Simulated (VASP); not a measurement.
The system is TiSi2.

```
Ti Si
1.0
     0.00000    4.06187    4.20528
     2.35722    0.00000    4.20528
     2.35722    4.06187    0.00000
Ti Si
2 4
Cartesian
  3.5358 6.0928 6.3079
  2.3572 4.0619 4.2053
  1.1786 3.3516 2.1026
  1.1786 0.7103 2.1026
  2.3572 1.3206 4.2053
  2.3572 6.8031 4.2053
```

This cell differs from its parent crystal: volume scaled by 0.96.

Base run:

- Program: VASP 6.6.1
- Functional: PBE
- Potentials or basis: VASP PAW PBE potentials, release 64 (Ti_sv, Si)
- Cutoff: 520 eV
- k mesh: 7 × 7 × 7
- Occupations: fermi-dirac, width 0.05 eV
- Spin: no spin polarisation

Its results: band gap on the k mesh zero (band 20 reaches 11.42 eV, above the bottom of band 21 at 9.54 eV); pressure 8.8 GPa; largest force 0.045 eV/Å.

Task: The run is repeated on the same cell with these changes: functional from PBE to PBEsol. What comes out?

Result: Band gap on the k mesh zero (band 20 reaches 11.32 eV, above the bottom of band 21 at 9.45 eV); pressure 4.7 GPa; largest force 0.076 eV/Å.

PBEsol binds more tightly than PBE, so the same cell stands under less pressure.

Caveats: the PAW data sets were made with another functional, which shifts forces and pressure a little (some runs).
